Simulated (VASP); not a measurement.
# AlN (F-43m) in VASP: phonons with r2SCAN

Aim: the phonons of AlN with r2SCAN.

Everything below comes from runs of VASP 6.6.1. Logs are shortened: lines on timing, memory, paths and dates and some standing lists are left out, and cuts for length are marked.

## (1) The cell of the first run

The structure is cubic, space group F-43m (No. 216). Conventional cell: a = 4.368 Å, b = 4.368 Å, c = 4.368 Å, α = 90.00°, β = 90.00°, γ = 90.00°. Al (site symmetry -43m) has 4 N at 1.89 Å within 2.5 Å. N (site symmetry -43m) has 4 Al at 1.89 Å within 2.5 Å.

## (2) Phonons, r2SCAN (zone-centre modes of this cell by finite displacements)

INCAR

```
SYSTEM = AlN
PREC = Accurate
ENCUT = 520
EDIFF = 1E-8
ISMEAR = 0
SIGMA = 0.05
LREAL = .FALSE.
LASPH = .TRUE.
NELM = 80
ALGO = Normal
ISIF = 2
LWAVE = .FALSE.
LCHARG = .TRUE.
METAGGA = R2SCAN
LMIXTAU = .TRUE.
IBRION = 6
NFREE = 2
POTIM = 0.015
NSW = 1
```

KPOINTS

```
regular mesh
0
G
  10 10 10
  0 0 0
```

POSCAR

```
AlN
1.0
    0.0000000000      2.1839935596      2.1839935596
    2.1839935596      0.0000000000      2.1839935596
    2.1839935596      2.1839935596      0.0000000000
Al N
1 1
Direct
    0.0000000000      0.0000000000      0.0000000000
    0.7500000000      0.7500000000      0.7500000000
```

Potentials or basis: VASP PAW PBE potentials, release 64 (Al, N).

Command:

```
$ cat potpaw_PBE.64/Al/POTCAR potpaw_PBE.64/N/POTCAR > POTCAR
$ mpirun -np 1 vasp_std > vasp.out
```

OUTCAR:

```text
SYSTEM = AlN
   PREC = Accurate
   ENCUT = 520
   EDIFF = 1E-8
   ISMEAR = 0
   LREAL = .FALSE.
   LASPH = .TRUE.
   NELM = 80
   ISIF = 2
   METAGGA = R2SCAN
   IBRION = 6
   NFREE = 2
   POTIM = 0.015
   NSW = 1

 ion  position               nearest neighbor table
   1  0.000  0.000  0.000-   2 1.89   2 1.89   2 1.89   2 1.89
   2  0.750  0.750  0.750-   1 1.89   1 1.89   1 1.89   1 1.89

  LATTYP: Found a face centered cubic cell.
 ALAT       =     4.3679871192

  Lattice vectors:

 A1 = (   0.0000000000,   2.1839935596,   2.1839935596)
 A2 = (   2.1839935596,   0.0000000000,   2.1839935596)
 A3 = (   2.1839935596,   2.1839935596,   0.0000000000)

Analysis of symmetry for initial positions (statically):
=====================================================================
 Subroutine PRICEL returns:
 Original cell was already a primitive cell.

 Routine SETGRP: Setting up the symmetry group for a
 face centered cubic supercell.

 Subroutine GETGRP returns: Found 24 space group operations
 (whereof 24 operations were pure point group operations)
 out of a pool of 48 trial point group operations.

The static configuration has the point symmetry T_d .

Analysis of symmetry for dynamics (positions and initial velocities):
=====================================================================
 Subroutine PRICEL returns:
 Original cell was already a primitive cell.

 Routine SETGRP: Setting up the symmetry group for a
 face centered cubic supercell.

 Subroutine GETGRP returns: Found 24 space group operations
 (whereof 24 operations were pure point group operations)
 out of a pool of 48 trial point group operations.

The dynamic configuration has the point symmetry T_d .

 Subroutine INISYM returns: Found 24 space group operations
 (whereof 24 operations are pure point group operations),
 and found     1 'primitive' translations

----------------------------------------------------------------------------------------

                                     Primitive cell

  volume of cell :      20.8345

  direct lattice vectors                    reciprocal lattice vectors
     0.000000000  2.183993560  2.183993560    -0.228938404  0.228938404  0.228938404
     2.183993560  0.000000000  2.183993560     0.228938404 -0.228938404  0.228938404
     2.183993560  2.183993560  0.000000000     0.228938404  0.228938404 -0.228938404

  length of vectors
     3.088633312  3.088633312  3.088633312     0.396532948  0.396532948  0.396532948

  position of ions in fractional coordinates (direct lattice)
     0.000000000  0.000000000  0.000000000
     0.750000000  0.750000000  0.750000000

  ion indices of the primitive-cell ions
   primitive index   ion index
                 1           1
                 2           2

----------------------------------------------------------------------------------------

 KPOINTS: regular mesh

Automatic generation of k-mesh.
 Grid dimensions read from file:
 generate k-points for:   10   10   10

 Generating k-lattice:

  Cartesian coordinates                     Fractional coordinates (reciprocal lattice)
    -0.022893840  0.022893840  0.022893840     0.100000000  0.000000000  0.000000000
     0.022893840 -0.022893840  0.022893840     0.000000000  0.100000000  0.000000000
     0.022893840  0.022893840 -0.022893840     0.000000000  0.000000000  0.100000000

  Length of vectors
     0.039653295  0.039653295  0.039653295

[... 50 lines left out ...]
   LASPH  =      T    aspherical Exc in radial PAW
   ENCUT  =  520.0 eV  38.22 Ry    6.18 a.u.   5.74  5.74  5.74*2*pi/ulx,y,z
   NELM   =     80;   NELMIN=  2; NELMDL= -5     # of ELM steps
   EDIFF  = 0.1E-07   stopping-criterion for ELM
   LREAL  =      F    real-space projection
   EDIFFG = 0.1E-06   stopping-criterion for IOM
   NSW    =     61    number of steps for IOM
   IBRION =      6    ionic relax: 0-MD 1-quasi-New 2-CG
   NFREE  =      2    steps in history (QN), initial steepest desc. (CG)
   ISIF   =      2    stress and relaxation
   ISYM   =      2    0-nonsym 1-usesym 2-fastsym
   POTIM  = 0.0150    time-step for ionic-motion
   TEBEG  =    0.0;   TEEND  =   0.0 temperature during run
   PSTRESS=    0.0 pullay stress
   NELECT =       8.0000    total number of electrons
   NUPDOWN=      -1.0000    fix difference up-down
   EMIN   =  10.00;   EMAX   =-10.00  energy-range for DOS
   EFERMI =   0.00;   METHOD = LEGACY
   ISMEAR =     0;   SIGMA  =   0.05  broadening in eV -4-tet -1-fermi 0-gaus
   EFERMI_NEDOS =   21; number of points for ismear=-14 and -15
   IALGO  =     38    algorithm
   IMIX   =      4    mixing-type and parameters
     AMIX     =   0.40;   BMIX     =  1.00
     AMIX_MAG =   1.60;   BMIX_MAG =  1.00
  volume/ion in A,a.u.               =      10.42        70.30
  Fermi-wavevector in a.u.,A,eV,Ry     =   1.189899  2.248583 19.263943  1.415860
  Thomas-Fermi vector in A             =   2.325996
   LORBIT       =      0    0 simple, 1 ext, 2 COOP (PROOUT), +10 PAW based schemes
   METAGGA = R2SCAN    functional components
   LHFCALC =     F    Hartree Fock is set to
   AEXX    =    0.0000 exact exchange contribution
   IVDW    =     0    specifies the selected vdW correction
   LEPSILON=     F    determine dielectric tensor
   LRPA    =     F    only Hartree local field effects (RPA)
 finite differences with symmetry
 non-spin polarized calculation
 Gauss-broadening in eV      SIGMA  =   0.05
  energy-cutoff  :      520.00
  volume of cell :       20.83
 maximum number of plane-waves:       571
   NGX = 11   NGY = 11   NGZ = 11

--------------------------------------- Ionic step        1  -------------------------------------------

 number of electron       8.0000000 magnetization

 Free energy of the ion-electron system (eV)
  ---------------------------------------------------
  ext. energy  EPLUGINS =         0.00000000
  ---------------------------------------------------
  free energy    TOTEN  =       -19.17972437 eV

  energy without entropy =      -19.17972437  energy(sigma->0) =      -19.17972437

------------------------ aborting loop because EDIFF is reached ----------------------------------------

  FORCE on cell =-STRESS in cart. coord.  units (eV):
  Direction    XX          YY          ZZ          XY          YZ          ZX
  --------------------------------------------------------------------------------------
  -------------------------------------------------------------------------------------
  Total       -0.0169574     -0.0169574     -0.0169574     -0.0000000      0.0000000      0.0000000
  in kB       -1.3040239     -1.3040239     -1.3040239     -0.0000000      0.0000000      0.0000000
  external PRESSURE =      -1.3040239 kB  Pullay stress =       0.0000000 kB
[... 131 lines left out ...]
--------------------------------------- Ionic step        5  -------------------------------------------

 number of electron       8.0000000 magnetization

 Free energy of the ion-electron system (eV)
  ---------------------------------------------------
  ext. energy  EPLUGINS =         0.00000000
  ---------------------------------------------------
  free energy    TOTEN  =       -19.17803257 eV

  energy without entropy =      -19.17803257  energy(sigma->0) =      -19.17803257

 E-fermi :   5.9554     XC(G=0): -11.4184

 val. band max:        5.7339125082   @ k =   0.0000   0.0000   0.0000
 cond. band min:       9.6277132871   @ k =   0.5000   0.5000   0.0000
 fundamental gap:      3.8938007789
 Fermi energy:         5.9553819820

 k-point     1 :       0.0000    0.0000    0.0000
  band No.  band energies     occupation
      1     -10.0487      2.00000
      2       5.6516      2.00000
      3       5.6932      2.00000
      4       5.7339      2.00000
      5      10.5850      0.00000
      6      19.2091      0.00000
      7      19.2147      0.00000
      8      19.2195      0.00000
[... 243 lines left out ...]
 k-point    24 :       0.4000    0.3000    0.0000
  band No.  band energies     occupation
      1      -8.0612      2.00000
      2       1.5084      2.00000
      3       3.9623      2.00000
      4       4.2662      2.00000
      5      11.2702      0.00000
      6      16.1085      0.00000
      7      18.9963      0.00000
      8      21.3703      0.00000

 [... further k-points ...]
[... 5 lines left out ...]
  --------------------------------------------------------------------------------------
  -------------------------------------------------------------------------------------
  Total       -0.0170277     -0.0112719     -0.0112719      0.0000000     -0.1330936      0.0000000
  in kB       -1.3094307     -0.8668129     -0.8668129      0.0000000    -10.2349031      0.0000000
  external PRESSURE =      -1.0143522 kB  Pullay stress =       0.0000000 kB
[... 17 lines left out ...]
  FREE ENERGIE OF THE ION-ELECTRON SYSTEM (eV)
  ---------------------------------------------------
  free  energy   TOTEN  =       -19.1780325655 eV

  energy  without entropy=      -19.1780325655  energy(sigma->0) =      -19.17803257

 INTERNAL STRAIN TENSORS FROM DISPLACED ATOMS
 ============================================

 INTERNAL STRAIN TENSOR FOR ION    1 for displacements in x,y,z  (eV/Angst):
          X           Y           Z          XY          YZ          ZX
  --------------------------------------------------------------------------------
  x     0.00000     0.00000     0.00000     0.00000    -8.75683     0.00000
  y     0.00000     0.00000     0.00000     0.00000     0.00000    -8.75683
  z     0.00000     0.00000     0.00000    -8.75683     0.00000     0.00000

 INTERNAL STRAIN TENSOR FOR ION    2 for displacements in x,y,z  (eV/Angst):
          X           Y           Z          XY          YZ          ZX
  --------------------------------------------------------------------------------
  x    -0.00000     0.00000     0.00000     0.00000     8.87355     0.00000
  y     0.00000     0.00000     0.00000     0.00000     0.00000     8.87355
  z     0.00000     0.00000    -0.00000     8.87355     0.00000     0.00000

 Eigenvectors and eigenvalues of the dynamical matrix
 ----------------------------------------------------

   1 f  =   20.017022 THz   125.770658 2PiTHz  667.695980 cm-1    82.783714 meV
             X         Y         Z           dx          dy          dz
      0.000000  0.000000  0.000000     0.000000    0.581326    0.000000
      3.275990  3.275990  3.275990     0.000000   -0.813671    0.000000
[... 21 lines left out ...]
   6 f/i=    0.078135 THz     0.490938 2PiTHz    2.606310 cm-1     0.323141 meV
             X         Y         Z           dx          dy          dz
      0.000000  0.000000  0.000000     0.000000    0.000000    0.813671
      3.275990  3.275990  3.275990     0.000000    0.000000    0.581326

 ELASTIC MODULI CONTR FROM IONIC RELAXATION (kBar)
 Direction    XX          YY          ZZ          XY          YZ          ZX
 --------------------------------------------------------------------------------
 XX          -0.0000      0.0000      0.0000      0.0000      0.0000      0.0000
 YY           0.0000     -0.0000      0.0000      0.0000      0.0000     -0.0000
 ZZ           0.0000      0.0000     -0.0000      0.0000      0.0000      0.0000
 XY           0.0000      0.0000      0.0000   -396.4769      0.0000      0.0000
 YZ           0.0000      0.0000      0.0000      0.0000   -396.4769      0.0000
 ZX           0.0000     -0.0000      0.0000      0.0000      0.0000   -396.4769
 --------------------------------------------------------------------------------
```

It took 4.4 min on 1 thread of Intel Xeon Platinum 8259CL at 2.50GHz (Skylake/Cascade Lake), shared host; peak memory 0.18 GiB.

Results:

* Highest phonon frequency at Γ, LO-TO splitting left out: 668 cm⁻¹

Phonon frequencies in cm⁻¹ (negative: imaginary):
| q point | frequencies |
| --- | --- |
| (0.000, 0.000, 0.000) | -3 -3 -3 668 668 668 |

Caveat: the cell differs from its parent crystal (zone-centre modes of this cell by finite displacements); the PAW data sets were made with another functional, which shifts forces and pressure a little.
